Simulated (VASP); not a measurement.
La3N:

```
La N
1.0
    -3.06043    3.06043    3.06043
     3.06043   -3.06043    3.06043
     3.06043    3.06043   -3.06043
La N
3 1
Direct
  0.00000 0.50000 0.50000
  0.50000 0.00000 0.50000
  0.50000 0.50000 0.00000
  0.00000 0.00000 0.00000
```

The cell was built from a structure type or drawn by symmetry, and may not be a known phase.

```yaml
Program: VASP 6.6.1
Task: relaxation of cell and atoms
Functional: PBE
Potentials_or_basis: VASP PAW PBE potentials, release 64 (La, N)
Cutoff: 600 eV
k_mesh: 4 × 4 × 4
Occupations: gaussian, width 0.1 eV
Spin: no spin polarisation
```

At the start: pressure -6.1 GPa; volume 28.66 Å³/atom.

Where does the relaxation end?

Over 3 steps the energy falls by 94.3 meV/atom and the volume is 24.61 Å³/atom (-14.1 %); space group Im-3m (No. 229, to 0.1 Å) before and after.

Step by step:
| step | energy change (eV) | largest force (eV/Å) | pressure (GPa) | volume (Å³) |
| --- | --- | --- | --- | --- |
| 1 | 0.0000 | 0.0000 | -6.15 | 114.66 |
| 2 | -0.3746 | 0.0000 | 0.77 | 97.36 |
| 3 | -0.3772 | 0.0000 | -0.01 | 98.46 |

Final structure:
```cif
data_structure
_symmetry_space_group_name_H-M 'P 1'
_symmetry_Int_Tables_number 1
_cell_length_a 5.0384
_cell_length_b 5.0384
_cell_length_c 5.0384
_cell_angle_alpha 109.471
_cell_angle_beta 109.471
_cell_angle_gamma 109.471
_cell_volume 98.46
loop_
_atom_site_label
_atom_site_type_symbol
_atom_site_fract_x
_atom_site_fract_y
_atom_site_fract_z
_atom_site_occupancy
La1 La 0.00000 0.50000 0.50000 1
La2 La 0.50000 0.00000 0.50000 1
La3 La 0.50000 0.50000 0.00000 1
N1 N 0.00000 0.00000 0.00000 1
```

Caveat: the k points lie up to 0.38 Å⁻¹ apart in the final cell, too coarse for converged energies and pressures of a metal.
